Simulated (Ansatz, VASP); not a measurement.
Ti3Se: VASP beside Ansatz

```
CELL_PARAMETERS angstrom
0.00000 3.19098 3.19098
3.19098 0.00000 3.19098
3.19098 3.19098 0.00000
ATOMIC_POSITIONS crystal
Ti 0.25000 0.25000 0.25000
Ti 0.75000 0.75000 0.75000
Ti 0.50000 0.50000 0.50000
Se 0.00000 0.00000 0.00000
```

Change from the starting cell: species swapped into the Eu3Mg type (Fm-3m, No. 225).

Alike in both runs: task relaxation of cell and atoms; functional PBE; k mesh 6 × 6 × 6; occupations gaussian, width 0.1 eV; collinear spin.

|  | VASP | Ansatz |
| --- | --- | --- |
| version | VASP 6.6.1 | Ansatz 0.2.0 |
| potentials or method | VASP PAW PBE potentials, release 64 (Ti_sv, Se), cutoff 600 eV | scalar-relativistic, plane waves, PAW |
| valence electrons in the cell | 42 | 52 |

```csv
,VASP,Ansatz,Ansatz less VASP
"gap on the k mesh at the Fermi level, each at its own relaxed structure (eV)",none,none,-
net moment per atom (μB),0.00,0.00,0.000
relaxed volume (Å³/atom),15.98,15.99,+0.005
relaxed cell length with the largest relative difference (Å),4.488,4.489,+0.0005
```

A gap of «none» marks a metal or a gap that the smearing closes. VASP's potentials hold 42 valence electrons a cell and Ansatz's 52, so a difference there can come from the potentials and not from the codes. Ansatz's warnings: seeded moment not kept.
